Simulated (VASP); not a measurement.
Here is a VASP 6.6.1 calculation.

File INCAR:

```
SYSTEM = InP
ALGO = Normal
EDIFF = 1E-6
ENCUT = 500
GGA = PE
GGA_COMPAT = .FALSE.
ISIF = 2
ISMEAR = 0
IVDW = 12
LASPH = .TRUE.
LCHARG = .FALSE.
LREAL = .FALSE.
LWAVE = .FALSE.
NBANDS = 16
NELM = 120
PREC = Accurate
SIGMA = 0.02
```

File KPOINTS:

```
k-points
0
G
  8 8 8
  0 0 0
```

POSCAR

```
InP
1.0
    0.0000000000      2.9471873569      2.9471873569
    2.9471873569      0.0000000000      2.9471873569
    2.9471873569      2.9471873569      0.0000000000
In P
1 1
Direct
    0.0000000000      0.0000000000      0.0000000000
    0.2500000000      0.2500000000      0.2500000000
```

Potentials or basis: VASP PAW PBE potentials, release 64 (In_d, P).

The run is started by

```sh
$ cat potpaw_PBE.64/In_d/POTCAR potpaw_PBE.64/P/POTCAR > POTCAR
$ mpirun -np 1 vasp_std > vasp.out
```

(1) Estimate the band gap on the k mesh.

(2) What does it give for the pressure?

(3) What does it give for the dispersion energy per atom?

Results:

(1) 0.62 eV.

(2) -0.1 GPa.

(3) -0.308 eV.

Caveat: spin-orbit coupling is left out, which moves the levels of the heavy elements.
